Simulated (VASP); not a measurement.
A run of VASP 6.6.1 is set up as follows.

File INCAR:

```
SYSTEM = Rh
ALGO     = Fast           ! electronic algorithm
EDIFF    = 1E-6           ! SCF threshold, eV
ENCUT    = 520            ! plane-wave cutoff, eV
GGA      = CA             ! functional
ISIF     = 2              ! what is computed and relaxed
ISMEAR   = -1             ! smearing method
LASPH    = .TRUE.         ! aspherical terms in the spheres
LCHARG   = .FALSE.        ! write CHGCAR
LREAL    = .FALSE.        ! projectors in reciprocal space
LWAVE    = .FALSE.        ! write WAVECAR
NBANDS   = 22             ! bands
NELM     = 80             ! most SCF steps
PREC     = Accurate       ! precision mode
SIGMA    = 0.05           ! smearing width, eV
```

File KPOINTS:

```
k-points
0
G
  11 11 6
  0 0 0
```

The input POSCAR:

```
Rh
1.0
    2.7669170982      0.0000000000      0.0000000000
   -1.3834585491      2.3962204973      0.0000000000
    0.0000000000      0.0000000000      4.4867652751
Rh
2
Direct
    0.3333333333      0.6666666667      0.2500000000
    0.6666666667      0.3333333333      0.7500000000
```

Potentials or basis: VASP PAW LDA potentials, release 64 (Rh_pv).

The run is started by

```bash
$ cat potpaw_LDA.64/Rh_pv/POTCAR > POTCAR
$ mpirun -np 1 vasp_std > vasp.out
```

Task: Predict the band gap on the k mesh.

Result: Zero (band 15 reaches 10.93 eV, above the bottom of band 16 at 8.84 eV).

Task: Predict the pressure.

Result: -26.1 GPa.

Stress tensor (GPa, compression positive):
```
-25.60   0.00   0.00
  0.00 -25.60   0.00
  0.00   0.00 -27.16
```
